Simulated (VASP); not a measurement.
## Al2Au: single point with r2SCAN

Al2Au:

```
Au Al
1.0
     0.00000    3.03948    3.03948
     3.03948    0.00000    3.03948
     3.03948    3.03948    0.00000
Au Al
1 2
Cartesian
  0.0000 0.0000 0.0000
  4.5592 4.5592 4.5592
  1.5197 1.5197 1.5197
```

* Program: VASP 6.6.1
* Task: single point
* Functional: r2SCAN
* Potentials or basis: VASP PAW PBE potentials, release 64 (Au, Al)
* Cutoff: 520 eV
* k mesh: 8 × 8 × 8
* Occupations: fermi-dirac, width 0.05 eV
* Spin: no spin polarisation

The pressure is -4.1 GPa.

Levels at points of the mesh, in eV from the Fermi level:
| k point | band 7 | band 8 | band 9 | band 10 | band 11 | band 12 |
| --- | --- | --- | --- | --- | --- | --- |
| (0.00, 0.00, 0.00) | 2.60 | 3.04 | 3.04 | 3.04 | 4.00 | 4.00 |
| (0.50, 0.00, 0.00) | -5.59 | 0.36 | 0.36 | 3.73 | 3.75 | 3.97 |
| (0.50, 0.50, 0.00) | -5.18 | -2.16 | -2.16 | 1.34 | 2.35 | 7.99 |

It took 35 s on 1 thread of Intel(R) Xeon(R) 6975P-C (Granite Rapids) (shared host), peak memory 0.19 GiB.

Caveat: the PAW data sets were made with another functional, which shifts forces and pressure a little; spin-orbit coupling is left out, which moves the levels of the heavy elements.
